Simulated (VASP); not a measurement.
Input of a VASP 6.6.1 run:

Contents of INCAR:

```
ALGO = Normal
EDIFF = 1E-6
ENCUT = 520
GGA = PS
ISIF = 2
ISMEAR = 0
LASPH = T
LCHARG = F
LREAL = F
LWAVE = F
NBANDS = 20
NELM = 100
PREC = Accurate
SIGMA = 0.05
```

Contents of KPOINTS:

```
k-points
0
Gamma
  12 12 2
```

Contents of POSCAR:

```
WS2
1.0
    3.1457762098      0.0000000000      0.0000000000
   -1.5728881049      2.7243221123      0.0000000000
    0.0000000000      0.0000000000     16.9534209708
W S
1 2
Direct
    0.3504338913      0.6199470735      0.0000000000
    0.6666666667      0.3333333333      0.9075761480
    0.6666666667      0.3333333333      0.0924238520
```

Potentials or basis: VASP PAW PBE potentials, release 64 (W_sv, S).

Command:

```console
$ cat potpaw_PBE.64/W_sv/POTCAR potpaw_PBE.64/S/POTCAR > POTCAR
$ mpirun -np 1 vasp_std > vasp.out
```

(1) Estimate the band gap on the k mesh.

(2) What does it give for the largest force?

## Answers

(1) 1.75 eV (least direct gap 1.90 eV).

(2) 4.011 eV/Å.

Caveat: the cell differs from its parent crystal (atom 1 (W) moved +0.180 Å along Cartesian [1 -1 0]); there is no dipole correction, which matters where the two faces differ; the PAW data sets were made with another functional, which shifts forces and pressure a little; spin-orbit coupling is left out, which moves the levels of the heavy elements.
